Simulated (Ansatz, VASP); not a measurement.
## Two plane-wave programs on BP

```
P B
1.0
     0.00000    2.31350    2.31350
     2.31350    0.00000    2.31350
     2.31350    2.31350    0.00000
P B
1 1
Direct
  0.75000 0.75000 0.75000
  0.00000 0.00000 0.00000
```

Alike in both runs: task single point; functional BLYP; dispersion D3(BJ); k mesh 10 × 10 × 10; occupations fermi-dirac, width 0.05 eV; no spin polarisation.

|  | VASP | Ansatz |
| --- | --- | --- |
| version | VASP 6.6.1 | Ansatz 0.2.0 |
| potentials or method | VASP PAW PBE potentials, release 64 (P, B) | Ansatz PAW |
| plane-wave cutoff (eV) | 520 | 420 |
| valence electrons in the cell | 8 | 8 |

VASP gave:

```
gap on the k mesh at the Fermi level (eV) : 1.60
least direct gap on the mesh (eV)         : 3.49
pressure (GPa)                            : -11.5
```

**Question.** What did Ansatz give for the same quantities?

**Answer.** gap on the k mesh at the Fermi level (eV): 1.58; least direct gap on the mesh (eV): 3.46; pressure (GPa): -11.4.

VASP's potentials were made for PBE, not for BLYP.
